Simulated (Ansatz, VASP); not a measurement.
Au in VASP and in Ansatz

File POSCAR:

```
Au
1.0
    0.0000000000      2.0617793868      2.0617793868
    2.0617793868      0.0000000000      2.0617793868
    2.0617793868      2.0617793868      0.0000000000
Au
1
Direct
    0.0000000000      0.0000000000      0.0000000000
```

File INCAR.step1:

```
ALGO = Normal
EDIFF = 1E-5
ENCUT = 520
GGA = PE
ISIF = 2
ISMEAR = -1
LASPH = T
LCHARG = F
LREAL = F
LWAVE = T
NBANDS = 12
NELM = 80
PREC = Accurate
SIGMA = 0.05
```

The input INCAR.step2:

```
AEXX = 0.5
ALGO = Normal
EDIFF = 1E-6
ENCUT = 520
ISIF = 2
ISMEAR = -1
ISTART = 1
LASPH = T
LCHARG = F
LHFCALC = T
LMIXTAU = T
LREAL = F
LWAVE = F
METAGGA = R2SCAN
NBANDS = 12
NELM = 80
PREC = Accurate
PRECFOCK = Normal
SIGMA = 0.05
```

File KPOINTS:

```
k-points
0
Gamma
  6 6 6
```

File input.yaml:

```yaml
crystal:
  lattice:
    - [0.0, 2.0617793868, 2.0617793868]
    - [2.0617793868, 0.0, 2.0617793868]
    - [2.0617793868, 2.0617793868, 0.0]
  atoms:
    - { symbol: Au, position: [0.0, 0.0, 0.0] }
hamiltonian:
  xc: r2scan50
  pseudopotentials: { kind: paw }
kpoints:
  mp_grid: { grid: [6, 6, 6] }
scf:
  occupations: { method: fermi_dirac, width: 0.05 }
output:
  forces: true
  stress: true
  eigenvalues: true
  write_density: true
  write_potential: true
  elf: true
  volumetric_format: npy
```

Alike in both runs: task single point; functional r2SCAN50; k mesh 6 × 6 × 6; occupations fermi-dirac, width 0.05 eV; no spin polarisation.

|  | VASP | Ansatz |
| --- | --- | --- |
| version | VASP 6.6.1 | Ansatz 0.2.0 |
| potentials or method | VASP PAW PBE potentials, release 64 (Au) | Ansatz PAW |
| plane-wave cutoff (eV) | 520 | 500 |
| valence electrons in the cell | 11 | 19 |

Ansatz gave:

* gap on the k mesh at the Fermi level (eV): none
* pressure (GPa): -0.3

Task: Estimate VASP's values.

Result: gap on the k mesh at the Fermi level (eV): none; pressure (GPa): -0.5.

VASP's potentials were made for PBE, not for r2SCAN50. A gap of «none» marks a metal or a gap that the smearing closes. VASP's potentials hold 11 valence electrons a cell and Ansatz's 19, so a difference there can come from the potentials and not from the codes.

The k mesh is coarse, so the values compare programs but aren't converged. Spin-orbit coupling is off throughout.
